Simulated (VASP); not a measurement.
# TiO2 (fluorite type) (Fm-3m) in VASP: notebook

The runs below take TiO2 (fluorite type) through single point, with r2SCAN.

Program: VASP 6.6.1. These are calculated values, not measurements. Logs are shortened: lines on timing, memory, paths and dates and some standing lists are left out, and cuts for length are marked.

### 1 The cell of the first run

Symmetry: Fm-3m, No. 225, cubic system. The conventional cell has a = 4.698 Å, b = 4.698 Å, c = 4.698 Å, α = 90.00°, β = 90.00°, γ = 90.00°. Within 2.7 Å of Ti (site symmetry m-3m) lie 8 O at 2.03 Å. Within 2.7 Å of O (site symmetry -43m) lie 4 Ti at 2.03 Å and 6 O at 2.35 Å.

### 2 Single point, r2SCAN

POSCAR

```
TiO2
1.0
    0.0000000000      2.3490648442      2.3490648442
    2.3490648442      0.0000000000      2.3490648442
    2.3490648442      2.3490648442      0.0000000000
Ti O
1 2
Direct
    0.0000000000      0.0000000000      0.0000000000
    0.2500000000      0.2500000000      0.2500000000
    0.7500000000      0.7500000000      0.7500000000
```

INCAR.step1

```
  ALGO = Normal
  EDIFF = 1E-4
  ENCUT = 520
  GGA = PE
  ISMEAR = -1
  LASPH = T
  LCHARG = F
  LREAL = F
  LWAVE = T
  NBANDS = 19
  NELM = 60
  PREC = Accurate
  SIGMA = 0.1
```

INCAR.step2

```
  ALGO = Normal
  EDIFF = 1E-6
  ENCUT = 520
  ISIF = 2
  ISMEAR = -1
  ISTART = 1
  LASPH = T
  LCHARG = T
  LELF = T
  LMIXTAU = T
  LREAL = F
  LVHAR = T
  LWAVE = F
  METAGGA = R2SCAN
  NBANDS = 19
  NELM = 60
  PREC = Accurate
  SIGMA = 0.1
```

KPOINTS

```
k-points
0
Gamma
  12 12 12
```

Potentials or basis: VASP PAW PBE potentials, release 64 (Ti_sv, O).

Run with:

```bash
cat potpaw_PBE.64/Ti_sv/POTCAR potpaw_PBE.64/O/POTCAR > POTCAR
cp INCAR.step1 INCAR
mpirun -np 1 vasp_std > vasp.out
cp INCAR.step2 INCAR
mpirun -np 1 vasp_std > vasp.out
```

OUTCAR:

```text
EDIFF = 1E-6
   ENCUT = 520
   ISIF = 2
   ISMEAR = -1
   ISTART = 1
   LASPH = T
   LREAL = F
   METAGGA = R2SCAN
   NELM = 60
   PREC = Accurate

 ion  position               nearest neighbor table
   1  0.000  0.000  0.000-   3 2.03   3 2.03   3 2.03   2 2.03   3 2.03   2 2.03   2 2.03   2 2.03

   2  0.250  0.250  0.250-   1 2.03   1 2.03   1 2.03   1 2.03
   3  0.750  0.750  0.750-   1 2.03   1 2.03   1 2.03   1 2.03

  LATTYP: Found a face centered cubic cell.
 ALAT       =     4.6981296884

  Lattice vectors:

 A1 = (   0.0000000000,   2.3490648442,   2.3490648442)
 A2 = (   2.3490648442,   0.0000000000,   2.3490648442)
 A3 = (   2.3490648442,   2.3490648442,   0.0000000000)

Analysis of symmetry for initial positions (statically):
=====================================================================
 Subroutine PRICEL returns:
 Original cell was already a primitive cell.

 Routine SETGRP: Setting up the symmetry group for a
 face centered cubic supercell.

 Subroutine GETGRP returns: Found 48 space group operations
 (whereof 48 operations were pure point group operations)
 out of a pool of 48 trial point group operations.

The static configuration has the point symmetry O_h .

Analysis of symmetry for dynamics (positions and initial velocities):
=====================================================================
 Subroutine PRICEL returns:
 Original cell was already a primitive cell.

 Routine SETGRP: Setting up the symmetry group for a
 face centered cubic supercell.

 Subroutine GETGRP returns: Found 48 space group operations
 (whereof 48 operations were pure point group operations)
 out of a pool of 48 trial point group operations.

The dynamic configuration has the point symmetry O_h .

 Subroutine INISYM returns: Found 48 space group operations
 (whereof 48 operations are pure point group operations),
 and found     1 'primitive' translations

----------------------------------------------------------------------------------------

                                     Primitive cell

  volume of cell :      25.9248

  direct lattice vectors                    reciprocal lattice vectors
     0.000000000  2.349064844  2.349064844    -0.212850659  0.212850659  0.212850659
     2.349064844  0.000000000  2.349064844     0.212850659 -0.212850659  0.212850659
     2.349064844  2.349064844  0.000000000     0.212850659  0.212850659 -0.212850659

  length of vectors
     3.322079362  3.322079362  3.322079362     0.368668156  0.368668156  0.368668156

  position of ions in fractional coordinates (direct lattice)
     0.000000000  0.000000000  0.000000000
     0.250000000  0.250000000  0.250000000
     0.750000000  0.750000000  0.750000000

  ion indices of the primitive-cell ions
   primitive index   ion index
                 1           1
                 2           2
                 3           3

----------------------------------------------------------------------------------------

 KPOINTS: k-points

Automatic generation of k-mesh.
 Grid dimensions read from file:
 generate k-points for:   12   12   12

 Generating k-lattice:

  Cartesian coordinates                     Fractional coordinates (reciprocal lattice)
    -0.017737555  0.017737555  0.017737555     0.083333333  0.000000000  0.000000000
     0.017737555 -0.017737555  0.017737555     0.000000000  0.083333333  0.000000000
     0.017737555  0.017737555 -0.017737555     0.000000000  0.000000000  0.083333333

  Length of vectors
     0.030722346  0.030722346  0.030722346

  Shift w.r.t. Gamma in fractional coordinates (k-lattice)
     0.000000000  0.000000000  0.000000000

 Subroutine IBZKPT returns following result:
 ===========================================

 Found     72 irreducible k-points:

 Following reciprocal coordinates:
            Coordinates               Weight
  0.000000  0.000000  0.000000      1.000000
  0.083333  0.000000  0.000000      8.000000
  0.166667  0.000000  0.000000      8.000000
  0.250000  0.000000  0.000000      8.000000
  0.333333  0.000000  0.000000      8.000000
  0.416667  0.000000  0.000000      8.000000
[... 16 lines left out ...]
  0.500000  0.166667  0.000000     24.000000
 -0.416667  0.166667  0.000000     24.000000
 [... further k-points ...]
   k-points           NKPTS =     72   k-points in BZ     NKDIM =     72   number of bands    NBANDS=     19
   number of dos      NEDOS =    301   number of ions     NIONS =      3
   total plane-waves  NPLWV =  21952
   dimension x,y,z NGX =    28 NGY =   28 NGZ =   28
   dimension x,y,z NGXF=    56 NGYF=   56 NGZF=   56
   ions per type =               1   2
   NGX,Y,Z   is equivalent  to a cutoff of  14.01, 14.01, 14.01 a.u.
   NGXF,Y,Z  is equivalent  to a cutoff of  28.02, 28.02, 28.02 a.u.
 SYSTEM =  unknown system
   PREC   = accura    normal or accurate (medium, high low for compatibility)
   ISTART =      1    job   : 0-new  1-cont  2-samecut
   ICHARG =      0    charge: 1-file 2-atom 10-const
[... 86 lines left out ...]
  band No.  band energies     occupation
      1     -51.9225      2.00000
      2     -27.0591      2.00000
      3     -26.9790      2.00000
      4     -26.9790      2.00000
      5     -12.9247      2.00000
      6      -9.5122      2.00000
[... 11 lines left out ...]
     18      17.6220      0.00000
     19      23.3599      0.00000

 k-point     4 :       0.2500    0.0000    0.0000
  band No.  band energies     occupation
      1     -51.9143      2.00000
      2     -27.1470      2.00000
      3     -26.9891      2.00000
      4     -26.9891      2.00000
      5     -12.5401      2.00000
      6      -9.9018      2.00000
[... 11 lines left out ...]
     18      18.4039      0.00000
     19      23.4523      0.00000

 k-point     5 :       0.3333    0.0000    0.0000
  band No.  band energies     occupation
      1     -51.9061      2.00000
      2     -27.2329      2.00000
      3     -26.9991      2.00000
      4     -26.9991      2.00000
      5     -12.1198      2.00000
      6     -10.2812      2.00000
[... 11 lines left out ...]
     18      18.8817      0.00000
     19      23.8314      0.00000

 k-point     6 :       0.4167    0.0000    0.0000
  band No.  band energies     occupation
      1     -51.9001      2.00000
      2     -27.2945      2.00000
      3     -27.0065      2.00000
      4     -27.0065      2.00000
      5     -11.7630      2.00000
      6     -10.5809      2.00000
[... 11 lines left out ...]
     18      18.9624      0.00000
     19      24.3991      0.00000

 k-point     7 :       0.5000    0.0000    0.0000
  band No.  band energies     occupation
      1     -51.8979      2.00000
      2     -27.3168      2.00000
      3     -27.0092      2.00000
      4     -27.0091      2.00000
      5     -11.6058      2.00000
      6     -10.7116      2.00000
[... 11 lines left out ...]
     18      18.9308      0.00000
     19      24.6826      0.00000

 k-point     8 :       0.0833    0.0833    0.0000
  band No.  band energies     occupation
      1     -51.9277      2.00000
      2     -26.9952      2.00000
      3     -26.9755      2.00000
      4     -26.9755      2.00000
      5     -13.1596      2.00000
      6      -9.2447      2.00000
[... 256 lines left out ...]
 k-point    20 :       0.2500    0.1667    0.0000
  band No.  band energies     occupation
      1     -51.9136      2.00000
      2     -27.1234      2.00000
      3     -27.0062      2.00000
      4     -27.0055      2.00000
      5     -12.5067      2.00000
      6      -9.9070      2.00000
[... 11 lines left out ...]
     18      18.1423      0.00000
     19      23.2997      0.00000

 k-point    21 :       0.3333    0.1667    0.0000
  band No.  band energies     occupation
      1     -51.9061      2.00000
      2     -27.1917      2.00000
      3     -27.0242      2.00000
      4     -27.0163      2.00000
      5     -12.1312      2.00000
      6     -10.2277      2.00000
[... 11 lines left out ...]
     18      18.8071      0.00000
     19      23.6757      0.00000

 k-point    22 :       0.4167    0.1667    0.0000
  band No.  band energies     occupation
      1     -51.8994      2.00000
      2     -27.2497      2.00000
      3     -27.0458      2.00000
      4     -27.0230      2.00000
      5     -11.7543      2.00000
      6     -10.5233      2.00000
[... 11 lines left out ...]
     18      19.2685      0.00000
     19      24.2037      0.00000

 k-point    23 :       0.5000    0.1667    0.0000
  band No.  band energies     occupation
      1     -51.8952      2.00000
      2     -27.2826      2.00000
      3     -27.0652      2.00000
      4     -27.0240      2.00000
      5     -11.4717      2.00000
      6     -10.7408      2.00000
[... 11 lines left out ...]
     18      19.4302      0.00000
     19      24.7403      0.00000

 k-point    24 :      -0.4167    0.1667    0.0000
  band No.  band energies     occupation
      1     -51.8947      2.00000
      2     -27.2835      2.00000
      3     -27.0763      2.00000
      4     -27.0190      2.00000
      5     -11.4265      2.00000
      6     -10.7788      2.00000
[... 11 lines left out ...]
     18      19.4686      0.00000
     19      24.9044      0.00000

 [... further k-points ...]
[... 5 lines left out ...]
  --------------------------------------------------------------------------------------
  -------------------------------------------------------------------------------------
  Total        3.3752975      3.3752975      3.3752975      0.0000000     -0.0000000      0.0000000
  in kB      208.5967924    208.5967924    208.5967924      0.0000000     -0.0000000      0.0000000
  external PRESSURE =     208.5967924 kB  Pullay stress =       0.0000000 kB

 VOLUME and BASIS-vectors are now :
 -----------------------------------------------------------------------------
  energy-cutoff  :      520.00
  volume of cell :       25.92
      direct lattice vectors                 reciprocal lattice vectors
     0.000000000  2.349064844  2.349064844    -0.212850659  0.212850659  0.212850659
     2.349064844  0.000000000  2.349064844     0.212850659 -0.212850659  0.212850659
     2.349064844  2.349064844  0.000000000     0.212850659  0.212850659 -0.212850659

 POSITION                                       TOTAL-FORCE (eV/Angst)
 -----------------------------------------------------------------------------------
      0.00000      0.00000      0.00000        -0.000000      0.000000     -0.000000
      1.17453      1.17453      1.17453        -0.000000     -0.000000     -0.000000
      3.52360      3.52360      3.52360         0.000000      0.000000      0.000000
 -----------------------------------------------------------------------------------
    total drift:                                0.000000     -0.000000      0.000000

  FREE ENERGIE OF THE ION-ELECTRON SYSTEM (eV)
  ---------------------------------------------------
  free  energy   TOTEN  =       -33.9894695925 eV

  energy  without entropy=      -33.9894500331  energy(sigma->0) =      -33.98945981
```

Run time: 83 s. Hardware: 1 thread of Intel Xeon 6975P-C (Granite Rapids), shared host; peak memory 0.19 GiB.

What came out:

- Free energy: -33.9895 eV
- Pressure: 20.9 GPa
- Band gap on the k mesh: 1.61 eV, indirect (least direct gap 2.39 eV)

Levels at points of the mesh, in eV from the valence-band top:
| k point | band 8 | band 9 | band 10 | band 11 | band 12 | band 13 | band 14 | band 15 | band 16 | band 17 |
| --- | --- | --- | --- | --- | --- | --- | --- | --- | --- | --- |
| (0.00, 0.00, 0.00) | -6.64 | -6.64 | -0.97 | -0.97 | -0.97 | 1.61 | 1.61 | 6.21 | 6.21 | 6.21 |
| (0.50, 0.00, 0.00) | -5.43 | -3.69 | -3.48 | -2.77 | -2.77 | 1.97 | 1.97 | 3.50 | 5.77 | 5.77 |
| (0.50, 0.50, 0.00) | -5.03 | -5.03 | -2.30 | -2.30 | 0.00 | 2.39 | 2.41 | 3.56 | 4.84 | 4.84 |

Caveat: the PAW data sets were made with another functional, which shifts forces and pressure a little. A k mesh can miss the band edges.

### 3 Single point, r2SCAN

POSCAR is that of step 2.

INCAR.step1

```
SYSTEM = TiO2
PREC = Accurate
ENCUT = 520
ISMEAR = -1
SIGMA = 0.1
LREAL = .FALSE.
LASPH = .TRUE.
NELM = 60
NBANDS = 19
GGA = PE
ALGO = Normal
EDIFF = 1E-4
LWAVE = .TRUE.
LCHARG = .FALSE.
```

INCAR.step2

```
SYSTEM = TiO2
PREC = Accurate
ENCUT = 520
EDIFF = 1E-6
ISMEAR = -1
SIGMA = 0.1
LREAL = .FALSE.
LASPH = .TRUE.
NELM = 60
ALGO = Normal
ISIF = 2
LWAVE = .FALSE.
LCHARG = .FALSE.
METAGGA = R2SCAN
LMIXTAU = .TRUE.
NBANDS = 19
ISTART = 1
```

KPOINTS

```
Automatic mesh
0
G
  12 12 12
  0 0 0
```

Potentials or basis: VASP PAW PBE potentials, release 64 (Ti_sv, O).

Run with:

```bash
cat potpaw_PBE.64/Ti_sv/POTCAR potpaw_PBE.64/O/POTCAR > POTCAR
cp INCAR.step1 INCAR
mpirun -np 1 vasp_std > vasp.out
cp INCAR.step2 INCAR
mpirun -np 1 vasp_std > vasp.out
```

Run time: 83 s. Hardware: 1 thread of Intel Xeon 6975P-C (Granite Rapids), shared host; peak memory 0.18 GiB.

The run converged. Its results:

- Free energy: -33.9895 eV
- Pressure: 20.9 GPa
- Band gap on the k mesh: 1.61 eV, indirect (least direct gap 2.39 eV)

Levels at points of the mesh, in eV from the valence-band top:
```
           k point  band 8  band 9  band 10  band 11  band 12  band 13  band 14  band 15  band 16  band 17
(0.00, 0.00, 0.00)   -6.64   -6.64    -0.97    -0.97    -0.97     1.61     1.61     6.21     6.21     6.21
(0.50, 0.00, 0.00)   -5.43   -3.69    -3.48    -2.77    -2.77     1.97     1.97     3.50     5.77     5.77
(0.50, 0.50, 0.00)   -5.03   -5.03    -2.30    -2.30     0.00     2.39     2.41     3.56     4.84     4.84
```

Caveat: the PAW data sets were made with another functional, which shifts forces and pressure a little. A k mesh can miss the band edges.

### 4 Single point, r2SCAN

This run uses another cell than the first one, of 8.92 Å³/atom, 1.033 times its volume.

POSCAR

```
TiO2
1.0
    0.0000000000      2.3743255428      2.3743255428
    2.3743255428      0.0000000000      2.3743255428
    2.3743255428      2.3743255428      0.0000000000
Ti O
1 2
Direct
    0.0000000000      0.0000000000      0.0000000000
    0.2500000000      0.2500000000      0.2500000000
    0.7500000000      0.7500000000      0.7500000000
```

INCAR.step1

```
SYSTEM = TiO2
ALGO = Normal
EDIFF = 1E-4
ENCUT = 520
GGA = PE
ISMEAR = -1
LASPH = .TRUE.
LCHARG = .FALSE.
LREAL = .FALSE.
LWAVE = .TRUE.
NBANDS = 19
NELM = 100
PREC = Accurate
SIGMA = 0.1
```

INCAR.step2

```
SYSTEM = TiO2
ALGO = Normal
EDIFF = 1E-6
ENCUT = 520
ISIF = 2
ISMEAR = -1
ISTART = 1
LASPH = .TRUE.
LCHARG = .FALSE.
LMIXTAU = .TRUE.
LREAL = .FALSE.
LWAVE = .FALSE.
METAGGA = R2SCAN
NBANDS = 19
NELM = 100
PREC = Accurate
SIGMA = 0.1
```

KPOINTS

```
k-points
0
G
  12 12 12
  0 0 0
```

Run with:

```bash
cat potpaw_PBE.64/Ti_sv/POTCAR potpaw_PBE.64/O/POTCAR > POTCAR
cp INCAR.step1 INCAR
mpirun -np 1 vasp_std > vasp.out
cp INCAR.step2 INCAR
mpirun -np 1 vasp_std > vasp.out
```

Run time: 85 s. Hardware: 1 thread of Intel Xeon 6975P-C (Granite Rapids), shared host; peak memory 0.18 GiB.

Results (log left out):

```yaml
Free_energy: -34.0719 eV
Pressure: 10.0 GPa
Band_gap_on_the_k_mesh: 1.58 eV, indirect (least direct gap 2.31 eV)
```

Levels at points of the mesh, in eV from the valence-band top:
```tsv
k point	band 9	band 10	band 11	band 12	band 13	band 14	band 15	band 16
(0.00, 0.00, 0.00)	-6.39	-0.94	-0.94	-0.94	1.58	1.58	5.94	5.94
(0.50, 0.00, 0.00)	-3.58	-3.41	-2.69	-2.69	1.91	1.91	3.32	5.53
(0.50, 0.50, 0.00)	-4.89	-2.22	-2.22	0.00	2.31	2.33	3.36	4.65
```

Caveat: the PAW data sets were made with another functional, which shifts forces and pressure a little.

### 5 Single point, r2SCAN

This run uses another cell than the first one, of 9.21 Å³/atom, 1.065 times its volume.

POSCAR

```
TiO2
1.0
    0.0000000000      2.3990598806      2.3990598806
    2.3990598806      0.0000000000      2.3990598806
    2.3990598806      2.3990598806      0.0000000000
Ti O
1 2
Direct
    0.0000000000      0.0000000000      0.0000000000
    0.2500000000      0.2500000000      0.2500000000
    0.7500000000      0.7500000000      0.7500000000
```

INCAR.step1

```
SYSTEM = TiO2
  PREC = Accurate
  ENCUT = 520
  ISMEAR = -1
  SIGMA = 0.1
  LREAL = .False.
  LASPH = .True.
  NELM = 80
  NBANDS = 19
  GGA = PE
  ALGO = Normal
  EDIFF = 1E-4
  LWAVE = .True.
  LCHARG = .False.
```

INCAR.step2

```
SYSTEM = TiO2
  PREC = Accurate
  ENCUT = 520
  EDIFF = 1E-6
  ISMEAR = -1
  SIGMA = 0.1
  LREAL = .False.
  LASPH = .True.
  NELM = 80
  ALGO = Normal
  ISIF = 2
  LWAVE = .False.
  LCHARG = .False.
  METAGGA = R2SCAN
  LMIXTAU = .True.
  NBANDS = 19
  ISTART = 1
```

KPOINTS

```
Automatic mesh
0
Gamma
  12 12 12
  0 0 0
```

Run with:

```bash
cat potpaw_PBE.64/Ti_sv/POTCAR potpaw_PBE.64/O/POTCAR > POTCAR
cp INCAR.step1 INCAR
mpirun -np 1 vasp_std > vasp.out
cp INCAR.step2 INCAR
mpirun -np 1 vasp_std > vasp.out
```

Wall time 85 s (1 thread of Intel Xeon 6975P-C (Granite Rapids), shared host); peak memory 0.18 GiB.

The run converged. Its results:

* Free energy: -34.1015 eV
* Pressure: 0.8 GPa
* Band gap on the k mesh: 1.54 eV, indirect (least direct gap 2.23 eV)

Levels at points of the mesh, in eV from the valence-band top:
```tsv
k point	band 10	band 11	band 12	band 13	band 14	band 15
(0.00, 0.00, 0.00)	-0.91	-0.91	-0.91	1.54	1.54	5.70
(0.50, 0.00, 0.00)	-3.34	-2.62	-2.62	1.85	1.85	3.14
(0.50, 0.50, 0.00)	-2.14	-2.14	0.00	2.23	2.25	3.18
```

Caveat: the PAW data sets were made with another functional, which shifts forces and pressure a little.

### 6 Summary

```tsv
cell	gap on the mesh (eV)	pressure (GPa)
a = 3.322 Å, angles 60.0°, 3 atoms	1.61	20.9
a = 3.358 Å, angles 60.0°, 3 atoms	1.58	10.0
a = 3.393 Å, angles 60.0°, 3 atoms	1.54	0.8
```

Alike in all rows: task single point; level r2SCAN; potentials or basis VASP PAW PBE potentials, release 64 (Ti_sv, O); no spin polarisation; k mesh 12 × 12 × 12; cutoff (eV) 520; smearing fermi-dirac 0.1 eV.

Caveats: the PAW data sets were made with another functional, which shifts forces and pressure a little.

Absolute energies hang on the potentials; compare differences alone.
